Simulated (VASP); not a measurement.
# Cs (Im-3m) in VASP: single point with PBEsol

Aim: the single point of Cs with PBEsol.

Everything below comes from runs of VASP 6.6.1. Logs are shortened: lines on timing, memory, paths and dates and some standing lists are left out, and cuts for length are marked.

## Step 1: The cell of the first run

The structure is cubic, space group Im-3m (No. 229). Conventional cell: a = 6.045 Å, b = 6.045 Å, c = 6.045 Å, α = 90.00°, β = 90.00°, γ = 90.00°.

## Step 2: Single point, PBEsol

Input file INCAR:

```
ALGO = Normal
EDIFF = 1E-6
ENCUT = 520
GGA = PS
ISIF = 2
ISMEAR = -1
LASPH = True
LCHARG = True
LELF = True
LREAL = False
LVHAR = True
LWAVE = False
NBANDS = 16
NELM = 80
PREC = Accurate
SIGMA = 0.05
```

Input file KPOINTS:

```
k-points
0
Gamma
  8 8 5
```

Input file POSCAR:

```
Cs
1.0
   -3.0224975320      3.0224975320      3.0224975320
    3.0224975320     -3.0224975320      3.0224975320
    6.0449950640      6.0449950640      0.0000000000
Cs
2
Direct
    0.0000000000      0.0000000000      0.0000000000
    0.5000000000      0.5000000000      0.5000000000
```

Potentials or basis: VASP PAW PBE potentials, release 64 (Cs_sv).

On the command line:

```console
cat potpaw_PBE.64/Cs_sv/POTCAR > POTCAR
mpirun -np 1 vasp_std > vasp.out
```

OUTCAR:

```text
EDIFF = 1E-6
   ENCUT = 520
   GGA = PS
   ISIF = 2
   ISMEAR = -1
   LASPH = True
   LREAL = False
   NELM = 80
   PREC = Accurate

 ion  position               nearest neighbor table
   1  0.000  0.000  0.000-
   2  0.500  0.500  0.500-

  LATTYP: Found a base centered orthorhombic cell.
 ALAT       =     6.0449950640
 B/A-ratio  =     1.4142135624
 C/A-ratio  =     1.4142135624

  Lattice vectors:

 A1 = (  -3.0224975320,   3.0224975320,   3.0224975320)
 A2 = (   3.0224975320,  -3.0224975320,   3.0224975320)
 A3 = (   6.0449950640,   6.0449950640,   0.0000000000)

Analysis of symmetry for initial positions (statically):
=====================================================================
 Subroutine PRICEL returns following result:

  LATTYP: Found a body centered cubic cell.
 ALAT       =     6.0449950640

  Lattice vectors:

 A1 = (  -3.0224975320,   3.0224975320,  -3.0224975320)
 A2 = (  -3.0224975320,  -3.0224975320,   3.0224975320)
 A3 = (   3.0224975320,   3.0224975320,   3.0224975320)

   2 primitive cells build up your supercell.

 Routine SETGRP: Setting up the symmetry group for a
 base centered orthorhombic supercell.

 Subroutine GETGRP returns: Found  8 space group operations
 (whereof  8 operations were pure point group operations)
 out of a pool of  8 trial point group operations.

The static configuration has the point symmetry D_2h.

Analysis of symmetry for dynamics (positions and initial velocities):
=====================================================================
 Subroutine PRICEL returns following result:

  LATTYP: Found a body centered cubic cell.
 ALAT       =     6.0449950640

  Lattice vectors:

 A1 = (  -3.0224975320,   3.0224975320,  -3.0224975320)
 A2 = (  -3.0224975320,  -3.0224975320,   3.0224975320)
 A3 = (   3.0224975320,   3.0224975320,   3.0224975320)

   2 primitive cells build up your supercell.

 Routine SETGRP: Setting up the symmetry group for a
 base centered orthorhombic supercell.

 Subroutine GETGRP returns: Found  8 space group operations
 (whereof  8 operations were pure point group operations)
 out of a pool of  8 trial point group operations.

The dynamic configuration has the point symmetry D_2h.

 Subroutine INISYM returns: Found  8 space group operations
 (whereof  8 operations are pure point group operations),
 and found     2 'primitive' translations

----------------------------------------------------------------------------------------

                                     Primitive cell

  volume of cell :     110.4480

  direct lattice vectors                    reciprocal lattice vectors
    -3.022497532  3.022497532 -3.022497532    -0.165426107  0.165426107  0.000000000
    -3.022497532 -3.022497532  3.022497532    -0.165426107  0.000000000  0.165426107
     3.022497532  3.022497532  3.022497532     0.000000000  0.165426107  0.165426107

  length of vectors
     5.235119291  5.235119291  5.235119291     0.233947844  0.233947844  0.233947844

  position of ions in fractional coordinates (direct lattice)
     0.000000000  0.000000000  0.000000000

  ion indices of the primitive-cell ions
   primitive index   ion index
                 1           1

----------------------------------------------------------------------------------------

 KPOINTS: k-points

Automatic generation of k-mesh.
 Grid dimensions read from file:
 generate k-points for:    8    8    5

 Generating k-lattice:

  Cartesian coordinates                     Fractional coordinates (reciprocal lattice)
    -0.010339132  0.010339132  0.020678263     0.125000000  0.000000000  0.000000000
     0.010339132 -0.010339132  0.020678263     0.000000000  0.125000000  0.000000000
     0.016542611  0.016542611  0.000000000     0.000000000  0.000000000  0.200000000

  Length of vectors
     0.025325597  0.025325597  0.023394784

  Shift w.r.t. Gamma in fractional coordinates (k-lattice)
     0.000000000  0.000000000  0.000000000

 Subroutine IBZKPT returns following result:
 ===========================================

 Found     63 irreducible k-points:

 Following reciprocal coordinates:
            Coordinates               Weight
  0.000000  0.000000  0.000000      1.000000
  0.125000  0.000000  0.000000      4.000000
  0.250000  0.000000  0.000000      4.000000
  0.375000  0.000000  0.000000      4.000000
  0.500000  0.000000  0.000000      2.000000
  0.125000  0.125000  0.000000      2.000000
[... 16 lines left out ...]
  0.125000 -0.000000  0.200000      8.000000
  0.250000  0.000000  0.200000      8.000000
 [... further k-points ...]
   k-points           NKPTS =     63   k-points in BZ     NKDIM =     63   number of bands    NBANDS=     16
   number of dos      NEDOS =    301   number of ions     NIONS =      2
   total plane-waves  NPLWV = 102400
   dimension x,y,z NGX =    40 NGY =   40 NGZ =   64
   dimension x,y,z NGXF=    80 NGYF=   80 NGZF=  128
   ions per type =               2
   NGX,Y,Z   is equivalent  to a cutoff of  12.70, 12.70, 12.45 a.u.
   NGXF,Y,Z  is equivalent  to a cutoff of  25.40, 25.40, 24.89 a.u.
 SYSTEM =  unknown system
   PREC   = accura    normal or accurate (medium, high low for compatibility)
   ISTART =      0    job   : 0-new  1-cont  2-samecut
   ICHARG =      2    charge: 1-file 2-atom 10-const
   ISPIN  =      1    spin polarized calculation?
   LNONCOLLINEAR =      F non collinear calculations
   LSORBIT =      F    spin-orbit coupling
   LASPH  =      T    aspherical Exc in radial PAW
   ENCUT  =  520.0 eV  38.22 Ry    6.18 a.u.   9.73  9.73 15.90*2*pi/ulx,y,z
   NELM   =     80;   NELMIN=  2; NELMDL= -5     # of ELM steps
   EDIFF  = 0.1E-05   stopping-criterion for ELM
   LREAL  =      F    real-space projection
   EDIFFG = 0.1E-04   stopping-criterion for IOM
   NSW    =      0    number of steps for IOM
   IBRION =     -1    ionic relax: 0-MD 1-quasi-New 2-CG
   NFREE  =      0    steps in history (QN), initial steepest desc. (CG)
   ISIF   =      2    stress and relaxation
   ISYM   =      2    0-nonsym 1-usesym 2-fastsym
   POTIM  = 0.5000    time-step for ionic-motion
   TEBEG  =    0.0;   TEEND  =   0.0 temperature during run
   PSTRESS=    0.0 pullay stress
   NELECT =      18.0000    total number of electrons
   NUPDOWN=      -1.0000    fix difference up-down
   EMIN   =  10.00;   EMAX   =-10.00  energy-range for DOS
   EFERMI =   0.00;   METHOD = LEGACY
   ISMEAR =    -1;   SIGMA  =   0.05  broadening in eV -4-tet -1-fermi 0-gaus
   EFERMI_NEDOS =   21; number of points for ismear=-14 and -15
   IALGO  =     38    algorithm
   IMIX   =      4    mixing-type and parameters
     AMIX     =   0.40;   BMIX     =  1.00
     AMIX_MAG =   1.60;   BMIX_MAG =  1.00
  volume/ion in A,a.u.               =     110.45       745.34
  Fermi-wavevector in a.u.,A,eV,Ry     =   0.709746  1.341226  6.853793  0.503740
  Thomas-Fermi vector in A             =   1.796410
   LORBIT       =      0    0 simple, 1 ext, 2 COOP (PROOUT), +10 PAW based schemes
   GGA     = PS    functional components
   LHFCALC =     F    Hartree Fock is set to
   AEXX    =    0.0000 exact exchange contribution
   IVDW    =     0    specifies the selected vdW correction
   LEPSILON=     F    determine dielectric tensor
   LRPA    =     F    only Hartree local field effects (RPA)
 non-spin polarized calculation
  energy-cutoff  :      520.00
  volume of cell :      220.90
 maximum number of plane-waves:      5999
   NGX = 19   NGY = 19   NGZ = 31

 number of electron      17.9999997 magnetization

 Free energy of the ion-electron system (eV)
  ---------------------------------------------------
  ext. energy  EPLUGINS =         0.00000000
  ---------------------------------------------------
  free energy    TOTEN  =        -1.89068315 eV

  energy without entropy =       -1.86615117  energy(sigma->0) =       -1.87841716

 E-fermi :   0.4741     XC(G=0):  -5.5827

 val. band max:        0.4609494481   @ k =   0.5000   0.2500   0.2000
 cond. band min:       0.4893490251   @ k =   0.0000   0.0000   0.0000
 fundamental gap:      0.0283995770
 Fermi energy:         0.4740517508

 k-point     1 :       0.0000    0.0000    0.0000
  band No.  band energies     occupation
      1     -23.3495      2.00000
      2     -23.3414      2.00000
      3     -10.2211      2.00000
      4     -10.1149      2.00000
      5     -10.0626      2.00000
      6     -10.0625      2.00000
[... 8 lines left out ...]
     15       2.9963      0.00000
     16       3.7409      0.00000

 k-point     2 :       0.1250    0.0000    0.0000
  band No.  band energies     occupation
      1     -23.3486      2.00000
      2     -23.3411      2.00000
      3     -10.2132      2.00000
      4     -10.1223      2.00000
      5     -10.0810      2.00000
      6     -10.0711      2.00000
[... 8 lines left out ...]
     15       3.1346      0.00000
     16       3.5946      0.00000

 k-point     3 :       0.2500    0.0000    0.0000
  band No.  band energies     occupation
      1     -23.3463      2.00000
      2     -23.3405      2.00000
      3     -10.1916      2.00000
      4     -10.1492      2.00000
      5     -10.1257      2.00000
      6     -10.0809      2.00000
[... 8 lines left out ...]
     15       3.5309      0.00000
     16       3.5333      0.00000

 k-point     4 :       0.3750    0.0000    0.0000
  band No.  band energies     occupation
      1     -23.3435      2.00000
      2     -23.3404      2.00000
      3     -10.1815      2.00000
      4     -10.1707      2.00000
      5     -10.1612      2.00000
      6     -10.1003      2.00000
[... 8 lines left out ...]
     15       3.5934      0.00000
     16       3.8712      0.00000

 k-point     5 :       0.5000    0.0000    0.0000
  band No.  band energies     occupation
      1     -23.3414      2.00000
      2     -23.3414      2.00000
      3     -10.1923      2.00000
      4     -10.1923      2.00000
      5     -10.1289      2.00000
      6     -10.1289      2.00000
[... 8 lines left out ...]
     15       3.7660      0.00000
     16       3.7661      0.00000

 k-point     6 :       0.1250    0.1250    0.0000
  band No.  band energies     occupation
      1     -23.3472      2.00000
      2     -23.3412      2.00000
      3     -10.1973      2.00000
      4     -10.1279      2.00000
      5     -10.0931      2.00000
      6     -10.0852      2.00000
[... 8 lines left out ...]
     15       3.0723      0.00000
     16       3.1980      0.00000

 k-point     7 :       0.2500    0.1250    0.0000
  band No.  band energies     occupation
      1     -23.3445      2.00000
      2     -23.3409      2.00000
      3     -10.1699      2.00000
      4     -10.1486      2.00000
      5     -10.1333      2.00000
      6     -10.1008      2.00000
[... 8 lines left out ...]
     15       2.9452      0.00000
     16       3.3625      0.00000

 k-point     8 :       0.3750    0.1250    0.0000
  band No.  band energies     occupation
      1     -23.3417      2.00000
      2     -23.3411      2.00000
      3     -10.1788      2.00000
      4     -10.1744      2.00000
      5     -10.1372      2.00000
      6     -10.1205      2.00000
[... 8 lines left out ...]
     15       3.1156      0.00000
     16       3.4958      0.00000

 k-point     9 :       0.5000    0.1250    0.0000
  band No.  band energies     occupation
      1     -23.3421      2.00000
      2     -23.3397      2.00000
      3     -10.1917      2.00000
      4     -10.1884      2.00000
      5     -10.1489      2.00000
      6     -10.1059      2.00000
[... 8 lines left out ...]
     15       3.4014      0.00000
     16       3.7511      0.00000
[... 172 lines left out ...]
 k-point    19 :       0.5000    0.3750    0.0000
  band No.  band energies     occupation
      1     -23.3416      2.00000
      2     -23.3357      2.00000
      3     -10.2102      2.00000
      4     -10.1783      2.00000
      5     -10.1722      2.00000
      6     -10.1611      2.00000
[... 8 lines left out ...]
     15       3.4483      0.00000
     16       3.5811      0.00000

 k-point    20 :      -0.3750    0.3750    0.0000
  band No.  band energies     occupation
      1     -23.3426      2.00000
      2     -23.3359      2.00000
      3     -10.1987      2.00000
      4     -10.1818      2.00000
      5     -10.1665      2.00000
      6     -10.1590      2.00000
[... 8 lines left out ...]
     15       3.2510      0.00000
     16       3.7025      0.00000

 k-point    21 :       0.5000    0.5000    0.0000
  band No.  band energies     occupation
      1     -23.3414      2.00000
      2     -23.3350      2.00000
      3     -10.2211      2.00000
      4     -10.1752      2.00000
      5     -10.1750      2.00000
      6     -10.1749      2.00000
[... 8 lines left out ...]
     15       3.5796      0.00000
     16       3.5797      0.00000

 k-point    22 :       0.0000    0.0000    0.2000
  band No.  band energies     occupation
      1     -23.3487      2.00000
      2     -23.3422      2.00000
      3     -10.2066      2.00000
      4     -10.1100      2.00000
      5     -10.0781      2.00000
      6     -10.0676      2.00000
[... 8 lines left out ...]
     15       3.1124      0.00000
     16       3.7215      0.00000

 k-point    23 :       0.1250   -0.0000    0.2000
  band No.  band energies     occupation
      1     -23.3479      2.00000
      2     -23.3418      2.00000
      3     -10.2017      2.00000
      4     -10.1158      2.00000
      5     -10.0953      2.00000
      6     -10.0720      2.00000
[... 8 lines left out ...]
     15       3.2486      0.00000
     16       3.6359      0.00000

 k-point    24 :       0.2500    0.0000    0.2000
  band No.  band energies     occupation
      1     -23.3457      2.00000
      2     -23.3411      2.00000
      3     -10.1929      2.00000
      4     -10.1377      2.00000
      5     -10.1351      2.00000
      6     -10.0866      2.00000
[... 8 lines left out ...]
     15       3.6452      0.00000
     16       3.6986      0.00000

 [... further k-points ...]
[... 5 lines left out ...]
  --------------------------------------------------------------------------------------
  -------------------------------------------------------------------------------------
  Total       -0.0586411     -0.0586411     -0.0646895     -0.0063958     -0.0000000      0.0000000
  in kB       -0.4253286     -0.4253286     -0.4691982     -0.0463893     -0.0000000      0.0000000
  external PRESSURE =      -0.4399518 kB  Pullay stress =       0.0000000 kB

 VOLUME and BASIS-vectors are now :
 -----------------------------------------------------------------------------
  energy-cutoff  :      520.00
  volume of cell :      220.90
      direct lattice vectors                 reciprocal lattice vectors
    -3.022497532  3.022497532  3.022497532    -0.082713053  0.082713053  0.165426107
     3.022497532 -3.022497532  3.022497532     0.082713053 -0.082713053  0.165426107
     6.044995064  6.044995064  0.000000000     0.082713053  0.082713053  0.000000000

 POSITION                                       TOTAL-FORCE (eV/Angst)
 -----------------------------------------------------------------------------------
      0.00000      0.00000      0.00000        -0.000000      0.000000     -0.000000
      3.02250      3.02250      3.02250         0.000000     -0.000000      0.000000
 -----------------------------------------------------------------------------------
    total drift:                               -0.000000     -0.000000      0.000000

  FREE ENERGIE OF THE ION-ELECTRON SYSTEM (eV)
  ---------------------------------------------------
  free  energy   TOTEN  =        -1.8906831473 eV

  energy  without entropy=       -1.8661511702  energy(sigma->0) =       -1.87841716
```

Wall time 4.4 min (1 thread of Oxide Virtual Turin-like, shared host); peak memory 0.37 GiB.

What came out:

```
Free energy            : -1.8907 eV
Pressure               : 0.0 GPa
Band gap on the k mesh : zero (band 9 reaches 1.23 eV, above the bottom of band 10 at -0.32 eV)
```

Levels at points of the mesh, in eV from the Fermi level:
| k point | band 7 | band 8 | band 9 | band 10 | band 11 | band 12 |
| --- | --- | --- | --- | --- | --- | --- |
| (0.00, 0.00, 0.00) | -10.54 | -10.54 | -1.73 | 0.02 | 0.92 | 1.64 |
| (0.50, 0.00, 0.00) | -10.55 | -10.55 | 0.03 | 0.03 | 1.13 | 1.13 |
| (0.50, 0.50, 0.00) | -10.59 | -10.54 | 0.02 | 0.62 | 0.62 | 0.92 |

Caveat: the PAW data sets were made with another functional, which shifts forces and pressure a little; spin-orbit coupling is left out, which moves the levels of the heavy elements.
